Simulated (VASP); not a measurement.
# Ti (P6_3/mmc) in VASP: further runs, part 2 of 2

VASP 6.6.1. Earlier steps stand in the parts before.

### 3 Single point, PBE

This run uses another cell than the first one, of 16.74 Å³/atom.

Contents of INCAR:

```
PREC = Accurate
ENCUT = 520
EDIFF = 1E-6
ISMEAR = 0
SIGMA = 0.15
LREAL = F
LASPH = T
NELM = 80
ALGO = Fast
ISIF = 2
LWAVE = F
LCHARG = F
GGA = PE
NBANDS = 19
```

Contents of KPOINTS:

```
Automatic mesh
0
Gamma
  18 18 10
```

Contents of POSCAR:

```
Ti
1.0
    2.9015286727      0.0000000000      0.0000000000
   -1.4507643364      2.5127975404      0.0000000000
    0.0000000000      0.0000000000      4.5924253350
Ti
2
Direct
    0.3333333333      0.6666666667      0.2500000000
    0.6666666667      0.3333333333      0.7500000000
```

Potentials or basis: VASP PAW PBE potentials, release 64 (Ti_sv).

Started as:

```
$ cat potpaw_PBE.64/Ti_sv/POTCAR > POTCAR
$ mpirun -np 1 vasp_std > vasp.out
```

OUTCAR:

```text
PREC = Accurate
   ENCUT = 520
   EDIFF = 1E-6
   ISMEAR = 0
   LREAL = F
   LASPH = T
   NELM = 80
   ISIF = 2
   GGA = PE

 ion  position               nearest neighbor table
   1  0.333  0.667  0.250-   2 2.84   2 2.84   2 2.84   2 2.84   2 2.84   2 2.84
   2  0.667  0.333  0.750-   1 2.84   1 2.84   1 2.84   1 2.84   1 2.84   1 2.84

  LATTYP: Found a hexagonal cell.
 ALAT       =     2.9015286727
 C/A-ratio  =     1.5827606248

  Lattice vectors:

[... 192 lines left out ...]
      2     -47.9096      2.00000
      3     -24.6993      2.00000
      4     -23.9815      2.00000
      5     -23.9815      2.00000
      6     -23.9013      2.00000
[... 505 lines left out ...]
      6     -24.1680      2.00000
[... 11 lines left out ...]
     18      12.3802      0.00000
     19      13.1549      0.00000

 [... further k-points ...]
[... 5 lines left out ...]
  --------------------------------------------------------------------------------------
  -------------------------------------------------------------------------------------
  Total        0.8585682      0.8585682      0.8744957     -0.0000000      0.0000000     -0.0000000
  in kB       41.0826918     41.0826918     41.8448295     -0.0000000      0.0000000     -0.0000000
  external PRESSURE =      41.3367377 kB  Pullay stress =       0.0000000 kB

 VOLUME and BASIS-vectors are now :
 -----------------------------------------------------------------------------
  energy-cutoff  :      520.00
  volume of cell :       33.48
      direct lattice vectors                 reciprocal lattice vectors
     2.901528673  0.000000000  0.000000000     0.344645914  0.198981411  0.000000000
    -1.450764336  2.512797540  0.000000000     0.000000000  0.397962822  0.000000000
     0.000000000  0.000000000  4.592425335     0.000000000  0.000000000  0.217749866

 POSITION                                       TOTAL-FORCE (eV/Angst)
 -----------------------------------------------------------------------------------
     -0.00000      1.67520      1.14811        -0.000000      0.000000      0.000000
      1.45076      0.83760      3.44432         0.000000      0.000000      0.000000
 -----------------------------------------------------------------------------------
    total drift:                               -0.000000      0.000000     -0.000000

  FREE ENERGIE OF THE ION-ELECTRON SYSTEM (eV)
  ---------------------------------------------------
  free  energy   TOTEN  =       -15.6672805629 eV

  energy  without entropy=      -15.6448822000  energy(sigma->0) =      -15.65608138
```

OSZICAR:

```text
N       E                     dE             d eps       ncg     rms          rms(c)
DAV:   1     0.263929161859E+03    0.26393E+03   -0.13022E+04  8452   0.159E+03
DAV:   2     0.128886307716E+02   -0.25104E+03   -0.24697E+03  8658   0.441E+02
DAV:   3    -0.162925484492E+02   -0.29181E+02   -0.28800E+02 15596   0.124E+02
[... 29 lines left out ...]
RMM:  33    -0.156672764670E+02   -0.19381E-05   -0.22978E-05  8280   0.163E-02    0.517E-03
RMM:  34    -0.156672777171E+02   -0.12500E-05   -0.15723E-05  8026   0.150E-02    0.578E-03
RMM:  35    -0.156672789167E+02   -0.11997E-05   -0.15249E-05  8100   0.140E-02    0.591E-03
RMM:  36    -0.156672798245E+02   -0.90774E-06   -0.11190E-05  7771   0.128E-02    0.652E-03
RMM:  37    -0.156672805629E+02   -0.73845E-06   -0.96772E-06  7740   0.119E-02
   1 F= -.15667281E+02 E0= -.15656081E+02  d E =-.223984E-01
```

stdout:

```text
POSCAR found type information on POSCAR Ti
 POSCAR found :  1 types and       2 ions
 scaLAPACK will be used
 LDA part: xc-table for (Slater+PW92), standard interpolation
 POSCAR, INCAR and KPOINTS ok, starting setup
 FFT: planning ... GRIDC
 FFT: planning ... GRID_SOFT
 FFT: planning ... GRID
 WAVECAR not read
 entering main loop
WARNING in EDDRMM: call to ZHEGV failed, returncode =   8  4     12
WARNING in EDDRMM: call to ZHEGV failed, returncode =   8  4     11
WARNING in EDDRMM: call to ZHEGV failed, returncode =   8  4      5
WARNING in EDDRMM: call to ZHEGV failed, returncode =   6  3     10
WARNING in EDDRMM: call to ZHEGV failed, returncode =   6  3     19
WARNING in EDDRMM: call to ZHEGV failed, returncode =   6  3      3
WARNING in EDDRMM: call to ZHEGV failed, returncode =   8  4      4
```

Run time: 6.6 min. Hardware: 1 thread of Intel Xeon Platinum 8259CL at 2.50GHz (Skylake/Cascade Lake), shared host; peak memory 0.24 GiB.

What came out:

| Property | Result |
| --- | --- |
| Free energy | -15.6673 eV |
| Pressure | 4.1 GPa |
| Band gap on the k mesh | zero (bands 12 and 13 overlap by 1.12 eV) |

Stress tensor (GPa, compression positive):
```
4.11 0.00 0.00
0.00 4.11 0.00
0.00 0.00 4.18
```

Levels at points of the mesh, in eV from the Fermi level:
| k point | band 8 | band 9 | band 10 | band 11 | band 12 | band 13 | band 14 | band 15 | band 16 | band 17 |
| --- | --- | --- | --- | --- | --- | --- | --- | --- | --- | --- |
| (0.00, 0.00, 0.00) | -32.60 | -6.30 | -2.78 | 0.79 | 0.79 | 0.88 | 0.92 | 1.32 | 1.32 | 1.69 |
| (0.50, 0.00, 0.00) | -32.68 | -2.40 | -2.27 | -1.94 | -0.59 | 0.48 | 0.67 | 1.23 | 3.49 | 3.74 |
| (0.00, 0.00, 0.50) | -32.66 | -4.39 | -4.39 | 0.09 | 0.09 | 0.69 | 0.69 | 0.69 | 0.69 | 2.93 |
| (0.50, 0.00, 0.50) | -32.78 | -2.64 | -2.64 | -0.86 | -0.86 | 1.43 | 1.43 | 1.80 | 1.80 | 3.64 |

Caveat: the cell stands under pressure.

### 4 Single point, PBE

This run uses another cell than the first one, of 18.05 Å³/atom.

Contents of INCAR:

```
SYSTEM = Ti
  PREC = Accurate
  ENCUT = 520
  EDIFF = 1E-7
  ISMEAR = 0
  SIGMA = 0.15
  LREAL = .FALSE.
  LASPH = .TRUE.
  NELM = 100
  ALGO = Fast
  ISIF = 2
  LWAVE = .FALSE.
  LCHARG = .TRUE.
  GGA = PE
  LELF = .TRUE.
  LVHAR = .TRUE.
  NBANDS = 19
```

Contents of KPOINTS:

```
regular mesh
0
G
  18 18 10
  0 0 0
```

Contents of POSCAR:

```
Ti
1.0
    2.9749850948      0.0000000000      0.0000000000
   -1.4874925474      2.5764126680      0.0000000000
    0.0000000000      0.0000000000      4.7086892676
Ti
2
Direct
    0.3333333333      0.6666666667      0.2500000000
    0.6666666667      0.3333333333      0.7500000000
```

Started as:

```
$ cat potpaw_PBE.64/Ti_sv/POTCAR > POTCAR
$ mpirun -np 1 vasp_std > vasp.out
```

Wall time 8.8 min (1 thread of Intel Xeon Platinum 8259CL at 2.50GHz (Skylake/Cascade Lake), shared host); peak memory 0.25 GiB.

Results (log left out):

| Item | Value |
| --- | --- |
| Free energy | -15.6659 eV |
| Pressure | -4.1 GPa |
| Band gap on the k mesh | zero (bands 12 and 13 overlap by 1.08 eV) |

Stress tensor (GPa, compression positive):
```
-4.09  0.00  0.00
 0.00 -4.09  0.00
 0.00  0.00 -4.20
```

Levels at points of the mesh, in eV from the Fermi level:
```csv
k point,band 8,band 9,band 10,band 11,band 12,band 13,band 14,band 15,band 16,band 17
"(0.00, 0.00, 0.00)",-32.81,-6.12,-2.60,0.68,0.75,0.75,0.86,1.22,1.22,1.55
"(0.50, 0.00, 0.00)",-32.87,-2.30,-2.05,-1.75,-0.66,0.47,0.60,1.12,3.18,3.40
"(0.00, 0.00, 0.50)",-32.86,-4.31,-4.31,0.09,0.09,0.66,0.66,0.66,0.66,2.67
"(0.50, 0.00, 0.50)",-32.95,-2.44,-2.44,-0.77,-0.77,1.23,1.23,1.65,1.65,3.31
```

Caveat: the cell stands under tension.

### 5 Single point, PBE

This run uses another cell than the first one, of 18.72 Å³/atom.

Contents of INCAR:

```
PREC = Accurate
ENCUT = 520
EDIFF = 1E-7
ISMEAR = 0
SIGMA = 0.15
LREAL = F
LASPH = T
NELM = 60
ALGO = Fast
ISIF = 2
LWAVE = F
LCHARG = T
GGA = PE
LELF = T
LVHAR = T
NBANDS = 19
```

Contents of KPOINTS:

```
regular mesh
0
Gamma
  18 18 10
```

Contents of POSCAR:

```
Ti
1.0
    3.0117133059      0.0000000000      0.0000000000
   -1.5058566529      2.6082202318      0.0000000000
    0.0000000000      0.0000000000      4.7668212338
Ti
2
Direct
    0.3333333333      0.6666666667      0.2500000000
    0.6666666667      0.3333333333      0.7500000000
```

Started as:

```
$ cat potpaw_PBE.64/Ti_sv/POTCAR > POTCAR
$ mpirun -np 1 vasp_std > vasp.out
```

Run time: 10 min. Hardware: 1 thread of Intel Xeon Platinum 8259CL at 2.50GHz (Skylake/Cascade Lake), shared host; peak memory 0.25 GiB.

Results (log left out):

```
Free energy            : -15.6178 eV
Pressure               : -7.4 GPa
Band gap on the k mesh : zero (bands 12 and 13 overlap by 1.05 eV)
```

Stress tensor (GPa, compression positive):
```
-7.39  0.00  0.00
 0.00 -7.39  0.00
 0.00  0.00 -7.55
```

Levels at points of the mesh, in eV from the Fermi level:
```csv
k point,band 8,band 9,band 10,band 11,band 12,band 13,band 14,band 15,band 16,band 17
"(0.00, 0.00, 0.00)",-32.91,-6.02,-2.51,0.60,0.73,0.73,0.83,1.18,1.18,1.49
"(0.50, 0.00, 0.00)",-32.97,-2.25,-1.95,-1.66,-0.69,0.46,0.57,1.07,3.03,3.24
"(0.00, 0.00, 0.50)",-32.95,-4.26,-4.26,0.09,0.09,0.64,0.64,0.64,0.64,2.55
"(0.50, 0.00, 0.50)",-33.03,-2.35,-2.35,-0.73,-0.73,1.14,1.14,1.59,1.59,3.15
```

Caveat: the cell stands under tension.

### 6 Summary

| cell | further INCAR settings | gap on the mesh (eV) | pressure (GPa) |
| --- | --- | --- | --- |
| a = 2.865, b = 2.865, c = 4.534 Å, angles 90.0, 90.0, 120.0°, 2 atoms | ALGO = Fast; EDIFF = 1e-07; NBANDS = 19 | none | 9.1 |
| a = 2.902, b = 2.902, c = 4.592 Å, angles 90.0, 90.0, 120.0°, 2 atoms | ALGO = Fast; EDIFF = 1e-06; NBANDS = 19 | none | 4.1 |
| a = 2.975, b = 2.975, c = 4.709 Å, angles 90.0, 90.0, 120.0°, 2 atoms | ALGO = Fast; EDIFF = 1e-07; NBANDS = 19 | none | -4.1 |
| a = 3.012, b = 3.012, c = 4.767 Å, angles 90.0, 90.0, 120.0°, 2 atoms | ALGO = Fast; EDIFF = 1e-07; NBANDS = 19 | none | -7.4 |

Alike in all rows: task single point; level PBE; potentials or basis VASP PAW PBE potentials, release 64 (Ti_sv); no spin polarisation; k mesh 18 × 18 × 10; cutoff (eV) 520; smearing gaussian 0.15 eV.

Caveats: the cell stands under pressure (at least some runs); the cell stands under tension (at least some runs).

Absolute energies hang on the potentials; compare differences alone.
